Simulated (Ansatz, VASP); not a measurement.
## Ti: VASP beside Ansatz

INCAR

```
SYSTEM = Ti
ALGO = Normal
EDIFF = 1E-6
ENCUT = 500
GGA = CA
GGA_COMPAT = .False.
ISIF = 2
ISMEAR = -1
LASPH = .True.
LCHARG = .False.
LREAL = .False.
LWAVE = .False.
NBANDS = 12
NELM = 120
PREC = Accurate
SIGMA = 0.05
```

File KPOINTS:

```
k-points
0
Gamma
  15 15 15
  0 0 0
```

File POSCAR:

```
Ti
1.0
    0.0000000000      1.9889123197      1.9889123197
    1.9889123197      0.0000000000      1.9889123197
    1.9889123197      1.9889123197      0.0000000000
Ti
1
Direct
    0.0000000000      0.0000000000      0.0000000000
```

Input for Ansatz:

```yaml
crystal:
  lattice:
    - [0.0, 1.9889123197, 1.9889123197]
    - [1.9889123197, 0.0, 1.9889123197]
    - [1.9889123197, 1.9889123197, 0.0]
  atoms:
    - { symbol: Ti, position: [0.0, 0.0, 0.0] }
kpoints:
  mp_grid: { grid: [15, 15, 15] }
scf:
  occupations: { method: fermi_dirac, width: 0.05 }
hamiltonian:
  xc: lda
  pseudopotentials: { kind: all_electron, lapw: { basis_error: 0.00025 } }
output:
  forces: true
  stress: true
  eigenvalues: true
```

Change from the starting cell: volume scaled by 0.9405.

Alike in both runs: task single point; functional LDA; k mesh 15 × 15 × 15; occupations fermi-dirac, width 0.05 eV; no spin polarisation.

```csv
,VASP,Ansatz
version,VASP 6.6.1,Ansatz 0.2.0
potentials or method,"VASP PAW LDA potentials, release 64 (Ti_sv), cutoff 500 eV","all-electron LAPW, scalar-relativistic"
```

VASP gave:

| Quantity | Value |
| --- | --- |
| pressure (GPa) | 2.1 |

Problem. What did Ansatz give for the same quantities?

Solution. Pressure (GPa): 2.4.

LDA's correlation is that of Perdew and Zunger in VASP and of Perdew and Wang (1992) in Ansatz. Ansatz ran all-electron here, and VASP with PAW potentials.
